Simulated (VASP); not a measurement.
# Pt (I4/mmm) in VASP: further runs

Pt is run at these levels: PBE; tasks: single point.

Program: VASP 6.6.1. These are calculated values, not measurements. Logs are shortened: lines on timing, memory, paths and dates and some standing lists are left out, and cuts for length are marked.

## 1. The cell of the first run

Symmetry: I4/mmm, No. 139, tetragonal system. The conventional cell has a = 3.422 Å, b = 3.422 Å, c = 2.915 Å, α = 90.00°, β = 90.00°, γ = 90.00°. Within 3.7 Å of Pt (site symmetry 4/mmm) lie 14 Pt at 2.82 to 3.42 Å.

## 2. Single point, PBE (strain +0.080 along x and y, -0.080 along z)

Contents of INCAR:

```
ALGO = Fast
EDIFF = 1E-6
ENCUT = 520
GGA = PE
ISIF = 2
ISMEAR = 0
LASPH = True
LCHARG = True
LELF = True
LREAL = False
LVHAR = True
LWAVE = False
NBANDS = 11
NELM = 80
PREC = Accurate
SIGMA = 0.15
```

Contents of KPOINTS:

```
k-points
0
Gamma
  22 22 22
```

Contents of POSCAR:

```
Pt
1.0
   -1.7109576000      1.7109576000      1.4574824000
    1.7109576000     -1.7109576000      1.4574824000
    1.7109576000      1.7109576000     -1.4574824000
Pt
1
Direct
    0.0000000000      0.0000000000      0.0000000000
```

Potentials or basis: VASP PAW PBE potentials, release 64 (Pt).

Started as:

```console
$ cat potpaw_PBE.64/Pt/POTCAR > POTCAR
$ mpirun -np 1 vasp_std > vasp.out
```

OUTCAR:

```text
EDIFF = 1E-6
   ENCUT = 520
   GGA = PE
   ISIF = 2
   ISMEAR = 0
   LASPH = True
   LREAL = False
   NELM = 80
   PREC = Accurate

 ion  position               nearest neighbor table
   1  0.000  0.000  0.000-

  LATTYP: Found a body centered tetragonal cell.
 ALAT       =     3.4219152000
 C/A-ratio  =     0.8518518519

  Lattice vectors:

 A1 = (  -1.7109576000,   1.7109576000,   1.4574824000)
 A2 = (   1.7109576000,  -1.7109576000,   1.4574824000)
 A3 = (   1.7109576000,   1.7109576000,  -1.4574824000)

Analysis of symmetry for initial positions (statically):
=====================================================================
 Subroutine PRICEL returns:
 Original cell was already a primitive cell.

 Routine SETGRP: Setting up the symmetry group for a
 body centered tetragonal supercell.

 Subroutine GETGRP returns: Found 16 space group operations
 (whereof 16 operations were pure point group operations)
 out of a pool of 16 trial point group operations.

The static configuration has the point symmetry D_4h.

Analysis of symmetry for dynamics (positions and initial velocities):
=====================================================================
 Subroutine PRICEL returns:
 Original cell was already a primitive cell.

 Routine SETGRP: Setting up the symmetry group for a
 body centered tetragonal supercell.

 Subroutine GETGRP returns: Found 16 space group operations
 (whereof 16 operations were pure point group operations)
 out of a pool of 16 trial point group operations.

The dynamic configuration has the point symmetry D_4h.

 Subroutine INISYM returns: Found 16 space group operations
 (whereof 16 operations are pure point group operations),
 and found     1 'primitive' translations

----------------------------------------------------------------------------------------

                                     Primitive cell

  volume of cell :      17.0664

  direct lattice vectors                    reciprocal lattice vectors
    -1.710957600  1.710957600  1.457482400     0.000000000  0.292234010  0.343057316
     1.710957600 -1.710957600  1.457482400     0.292234010  0.000000000  0.343057316
     1.710957600  1.710957600 -1.457482400     0.292234010  0.292234010  0.000000000

  length of vectors
     2.824713572  2.824713572  2.824713572     0.450654012  0.450654012  0.413281300

  position of ions in fractional coordinates (direct lattice)
     0.000000000  0.000000000  0.000000000

  ion indices of the primitive-cell ions
   primitive index   ion index
                 1           1

----------------------------------------------------------------------------------------

 KPOINTS: k-points

Automatic generation of k-mesh.
 Grid dimensions read from file:
 generate k-points for:   22   22   22

 Generating k-lattice:

  Cartesian coordinates                     Fractional coordinates (reciprocal lattice)
     0.000000000  0.013283364  0.015593514     0.045454545 -0.000000000  0.000000000
     0.013283364  0.000000000  0.015593514    -0.000000000  0.045454545  0.000000000
     0.013283364  0.013283364  0.000000000     0.000000000  0.000000000  0.045454545

  Length of vectors
     0.020484273  0.020484273  0.018785514

  Shift w.r.t. Gamma in fractional coordinates (k-lattice)
     0.000000000  0.000000000  0.000000000

 Subroutine IBZKPT returns following result:
 ===========================================

 Found    834 irreducible k-points:

 Following reciprocal coordinates:
            Coordinates               Weight
  0.000000  0.000000  0.000000      1.000000
  0.045455 -0.000000  0.000000      8.000000
  0.090909 -0.000000  0.000000      8.000000
  0.136364 -0.000000  0.000000      8.000000
  0.181818 -0.000000  0.000000      8.000000
  0.227273 -0.000000  0.000000      8.000000
[... 16 lines left out ...]
  0.500000  0.045455  0.000000     16.000000
 -0.454545  0.045455 -0.000000     16.000000
 [... further k-points ...]
   k-points           NKPTS =    834   k-points in BZ     NKDIM =    834   number of bands    NBANDS=     11
   number of dos      NEDOS =    301   number of ions     NIONS =      1
   total plane-waves  NPLWV =  13824
   dimension x,y,z NGX =    24 NGY =   24 NGZ =   24
   dimension x,y,z NGXF=    48 NGYF=   48 NGZF=   48
   ions per type =               1
   NGX,Y,Z   is equivalent  to a cutoff of  14.12, 14.12, 14.12 a.u.
   NGXF,Y,Z  is equivalent  to a cutoff of  28.25, 28.25, 28.25 a.u.
 SYSTEM =  unknown system
   PREC   = accura    normal or accurate (medium, high low for compatibility)
   ISTART =      0    job   : 0-new  1-cont  2-samecut
   ICHARG =      2    charge: 1-file 2-atom 10-const
   ISPIN  =      1    spin polarized calculation?
   LNONCOLLINEAR =      F non collinear calculations
   LSORBIT =      F    spin-orbit coupling
   LASPH  =      T    aspherical Exc in radial PAW
   ENCUT  =  520.0 eV  38.22 Ry    6.18 a.u.   5.25  5.25  5.25*2*pi/ulx,y,z
   NELM   =     80;   NELMIN=  2; NELMDL= -5     # of ELM steps
   EDIFF  = 0.1E-05   stopping-criterion for ELM
   LREAL  =      F    real-space projection
   EDIFFG = 0.1E-04   stopping-criterion for IOM
   NSW    =      0    number of steps for IOM
   IBRION =     -1    ionic relax: 0-MD 1-quasi-New 2-CG
   NFREE  =      0    steps in history (QN), initial steepest desc. (CG)
   ISIF   =      2    stress and relaxation
   ISYM   =      2    0-nonsym 1-usesym 2-fastsym
   POTIM  = 0.5000    time-step for ionic-motion
   TEBEG  =    0.0;   TEEND  =   0.0 temperature during run
   PSTRESS=    0.0 pullay stress
   NELECT =      10.0000    total number of electrons
   NUPDOWN=      -1.0000    fix difference up-down
   EMIN   =  10.00;   EMAX   =-10.00  energy-range for DOS
   EFERMI =   0.00;   METHOD = LEGACY
   ISMEAR =     0;   SIGMA  =   0.15  broadening in eV -4-tet -1-fermi 0-gaus
   EFERMI_NEDOS =   21; number of points for ismear=-14 and -15
   IALGO  =     68    algorithm
   IMIX   =      4    mixing-type and parameters
     AMIX     =   0.40;   BMIX     =  1.00
     AMIX_MAG =   1.60;   BMIX_MAG =  1.00
  volume/ion in A,a.u.               =      17.07       115.17
  Fermi-wavevector in a.u.,A,eV,Ry     =   1.369917  2.588768 25.533678  1.876672
  Thomas-Fermi vector in A             =   2.495750
   LORBIT       =      0    0 simple, 1 ext, 2 COOP (PROOUT), +10 PAW based schemes
   GGA     = PE    functional components
   LHFCALC =     F    Hartree Fock is set to
   AEXX    =    0.0000 exact exchange contribution
   IVDW    =     0    specifies the selected vdW correction
   LEPSILON=     F    determine dielectric tensor
   LRPA    =     F    only Hartree local field effects (RPA)
 non-spin polarized calculation
 RMM-DIIS sequential band-by-band and
 Gauss-broadening in eV      SIGMA  =   0.15
  energy-cutoff  :      520.00
  volume of cell :       17.07
 maximum number of plane-waves:       479
 NGX is ok and might be reduce to    24
   NGX = 11   NGY = 11   NGZ = 11

 number of electron      10.0000000 magnetization

 Free energy of the ion-electron system (eV)
  ---------------------------------------------------
  ext. energy  EPLUGINS =         0.00000000
  ---------------------------------------------------
  free energy    TOTEN  =        -6.00807891 eV

  energy without entropy =       -5.99221875  energy(sigma->0) =       -6.00014883

 E-fermi :   8.9702     XC(G=0): -12.7485

 val. band max:        8.9692148401   @ k =  -0.1818  -0.4091   0.1818
 cond. band min:       8.9725264648   @ k =  -0.2727  -0.2727   0.0909
 fundamental gap:      0.0033116247
 Fermi energy:         8.9701951995

 k-point     1 :       0.0000    0.0000    0.0000
  band No.  band energies     occupation
      1       0.1483      2.00000
      2       5.0788      2.00000
      3       6.3646      2.00000
      4       6.3646      2.00000
      5       6.8530      2.00000
      6       8.5800      1.99977
      7      24.9575      0.00000
      8      24.9575      0.00000
      9      28.4203      0.00000
     10      33.2589      0.00000
     11      33.2591      0.00000

 k-point     2 :       0.0455   -0.0000    0.0000
  band No.  band energies     occupation
      1       0.2330      2.00000
      2       5.1036      2.00000
      3       6.3481      2.00000
      4       6.3597      2.00000
      5       6.8750      2.00000
      6       8.5443      1.99994
      7      25.0429      0.00000
      8      25.0786      0.00000
      9      28.3033      0.00000
     10      32.4088      0.00000
     11      33.0805      0.00000

 k-point     3 :       0.0909   -0.0000    0.0000
  band No.  band energies     occupation
      1       0.4834      2.00000
      2       5.1563      2.00000
      3       6.2858      2.00000
      4       6.3703      2.00000
      5       6.9559      2.00000
      6       8.4481      2.00000
      7      25.2653      0.00000
      8      25.4321      0.00000
      9      27.8763      0.00000
     10      31.4070      0.00000
     11      32.5344      0.00000

 k-point     4 :       0.1364   -0.0000    0.0000
  band No.  band energies     occupation
      1       0.8861      2.00000
      2       5.1752      2.00000
      3       6.1707      2.00000
      4       6.4667      2.00000
      5       7.1129      2.00000
      6       8.3175      2.00000
      7      25.5017      0.00000
      8      25.9874      0.00000
      9      27.0431      0.00000
     10      30.8633      0.00000
     11      31.6345      0.00000

 k-point     5 :       0.1818   -0.0000    0.0000
  band No.  band energies     occupation
      1       1.4128      2.00000
      2       5.1051      2.00000
      3       6.0349      2.00000
      4       6.7139      2.00000
      5       7.3410      2.00000
      6       8.1814      2.00000
      7      25.3570      0.00000
      8      26.0654      0.00000
      9      26.6798      0.00000
     10      30.4895      0.00000
     11      30.5308      0.00000
[... 211 lines left out ...]
 k-point    21 :       0.4091    0.0455    0.0000
  band No.  band energies     occupation
      1       3.1439      2.00000
      2       4.2552      2.00000
      3       7.6236      2.00000
      4       8.5369      1.99996
      5       9.0951      0.23878
      6       9.7971      0.00000
      7      16.2298      0.00000
      8      21.8203      0.00000
      9      23.2835      0.00000
     10      30.7841      0.00000
     11      31.8564      0.00000

 k-point    22 :       0.4545    0.0455    0.0000
  band No.  band energies     occupation
      1       3.1240      2.00000
      2       4.2066      2.00000
      3       7.6839      2.00000
      4       8.8090      1.87153
      5       9.2860      0.00291
      6      10.3577      0.00000
      7      15.1971      0.00000
      8      21.5830      0.00000
      9      22.8614      0.00000
     10      31.0534      0.00000
     11      31.9118      0.00000

 k-point    23 :       0.5000    0.0455    0.0000
  band No.  band energies     occupation
      1       3.1262      2.00000
      2       4.2126      2.00000
      3       7.7307      2.00000
      4       8.7206      1.98141
      5       9.2460      0.00932
      6      10.3183      0.00000
      7      15.3123      0.00000
      8      21.6002      0.00000
      9      22.8457      0.00000
     10      31.0987      0.00000
     11      31.9422      0.00000

 k-point    24 :      -0.4545    0.0455   -0.0000
  band No.  band energies     occupation
      1       3.1491      2.00000
      2       4.2720      2.00000
      3       7.7809      2.00000
      4       8.2650      2.00000
      5       8.9478      1.16697
      6       9.7959      0.00000
      7      16.4749      0.00000
      8      21.8722      0.00000
      9      23.2323      0.00000
     10      30.9109      0.00000
     11      31.7715      0.00000

 [... further k-points ...]

------------------------ aborting loop because EDIFF is reached ----------------------------------------

  FORCE on cell =-STRESS in cart. coord.  units (eV):
  Direction    XX          YY          ZZ          XY          YZ          ZX
  --------------------------------------------------------------------------------------
  -------------------------------------------------------------------------------------
  Total       -1.3714751     -1.3714751     -2.2879886      0.0000000     -0.0000000      0.0000000
  in kB     -128.7528053   -128.7528053   -214.7942447      0.0000000     -0.0000000      0.0000000
  external PRESSURE =    -157.4332851 kB  Pullay stress =       0.0000000 kB

 VOLUME and BASIS-vectors are now :
 -----------------------------------------------------------------------------
  energy-cutoff  :      520.00
  volume of cell :       17.07
      direct lattice vectors                 reciprocal lattice vectors
    -1.710957600  1.710957600  1.457482400     0.000000000  0.292234010  0.343057316
     1.710957600 -1.710957600  1.457482400     0.292234010  0.000000000  0.343057316
     1.710957600  1.710957600 -1.457482400     0.292234010  0.292234010  0.000000000

 POSITION                                       TOTAL-FORCE (eV/Angst)
 -----------------------------------------------------------------------------------
      0.00000      0.00000      0.00000         0.000000      0.000000      0.000000
 -----------------------------------------------------------------------------------
    total drift:                               -0.000000      0.000000      0.000000

  FREE ENERGIE OF THE ION-ELECTRON SYSTEM (eV)
  ---------------------------------------------------
  free  energy   TOTEN  =        -6.0080789065 eV

  energy  without entropy=       -5.9922187517  energy(sigma->0) =       -6.00014883
```

Run time: 3.3 min. Hardware: 1 thread of Intel Xeon 8259CL, shared host; peak memory 0.28 GiB.

Results:

| Quantity | Value |
| --- | --- |
| Free energy | -6.0081 eV |
| Pressure | -15.7 GPa |
| Band gap on the k mesh | zero (bands 5 and 6 overlap by 1.71 eV) |

Stress tensor (GPa, compression positive):
```
-12.88   0.00   0.00
  0.00 -12.88   0.00
  0.00   0.00 -21.48
```

Levels at points of the mesh, in eV from the Fermi level:
```tsv
k point	band 3	band 4	band 5	band 6	band 7	band 8
(0.00, 0.00, 0.00)	-2.61	-2.61	-2.12	-0.39	15.99	15.99
(0.50, 0.00, 0.00)	-1.23	0.07	0.66	0.85	6.14	12.60
(0.50, 0.50, 0.00)	-2.31	-1.11	-0.15	0.58	4.74	14.60
(0.50, 0.50, 0.50)	0.22	0.22	0.60	5.94	5.94	10.81
```

Caveat: the cell differs from its parent crystal (strain +0.080 along x and y, -0.080 along z); the cell stands under tension; spin-orbit coupling is left out, which moves the levels of the heavy elements.

(Continued in part 2 of 2.)
